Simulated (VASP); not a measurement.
# TiC: single point with PBE

The system is TiC.

```
Ti C
1.0
     0.00000    2.09666    2.09666
     2.09666    0.00000    2.09666
     2.09666    2.09666    0.00000
Ti C
1 1
Direct
  0.00000 0.00000 0.00000
  0.50000 0.50000 0.50000
```

```yaml
Program: VASP 6.6.1
Task: single point
Functional: PBE
Potentials_or_basis: VASP PAW PBE potentials, release 64 (Ti_sv, C)
Cutoff: 520 eV
k_mesh: 11 × 11 × 11
Occupations: fermi-dirac, width 0.05 eV
Spin: no spin polarisation
Dipole_correction: no
Further_INCAR_settings: ALGO = Normal; EDIFF = 1e-06; NBANDS = 15
```

The pressure is 30.1 GPa and the band gap on the k mesh is zero (band 8 reaches 11.32 eV, above the bottom of band 9 at 10.17 eV).

Levels at points of the mesh, in eV from the Fermi level:
```
           k point  band 4  band 5  band 6  band 7  band 8  band 9  band 10  band 11  band 12  band 13
(0.00, 0.00, 0.00)  -32.35  -12.92    0.64    0.64    0.64    1.73     1.73     1.73     1.84     1.84
```

Run time: 15 s on 1 thread of AMD EPYC 7R43 64-Core Processor (Zen 3), on a shared host, peak memory 0.11 GiB.
